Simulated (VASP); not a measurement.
Input of a VASP 6.6.1 run:

INCAR

```
PREC = Accurate
ENCUT = 520
EDIFF = 1E-7
ISMEAR = 0
SIGMA = 0.05
LREAL = False
LASPH = True
NELM = 80
ALGO = Normal
ISIF = 2
LWAVE = False
LCHARG = False
GGA = CA
NBANDS = 36
```

KPOINTS

```
regular mesh
0
Gamma
  9 9 2
```

POSCAR

```
MgO
1.0
    2.1351500000     -2.1351500000      0.0000000000
    2.1351500000      0.0000000000     -2.1351500000
    9.1179502692      9.1179502692      9.1179502692
Mg O
6 6
Direct
    0.6666666667      0.6666666667      0.0390283258
    0.0000000000      0.0000000000      0.8195948409
    0.3333333333      0.3333333333      0.1951416288
    0.6666666667      0.6666666667      0.5073682348
    0.0000000000      0.0000000000      0.3512549318
    0.3333333333      0.3333333333      0.6634815379
    0.6666666667      0.6666666667      0.2731982803
    0.0000000000      0.0000000000      0.1170849773
    0.3333333333      0.3333333333      0.4293115833
    0.6666666667      0.6666666667      0.7415381894
    1.0000000000      1.0000000000      0.5854248863
    0.3333333333      0.3333333333      0.8976514924
```

Potentials or basis: VASP PAW LDA potentials, release 64 (Mg, O).

Run with:

```bash
$ cat potpaw_LDA.64/Mg/POTCAR potpaw_LDA.64/O/POTCAR > POTCAR
$ mpirun -np 1 vasp_std > vasp.out
```

Estimate the largest force.

2.712 eV/Å.

Estimate the band gap on the k mesh.

zero (filled and empty bands touch).

Predict the pressure.

-14.2 GPa.

Stress tensor (GPa, compression positive):
```
-14.25  -4.77  -4.77
 -4.77 -14.25  -4.77
 -4.77  -4.77 -14.25
```

Caveat: the cell differs from its parent crystal (the distance across one plane changed); the cell stands under tension; semilocal functionals underestimate gaps, and a narrow one can read as zero; forces of over 1 eV/Å act on the atoms, so gaps and moduli don't describe the material at rest.
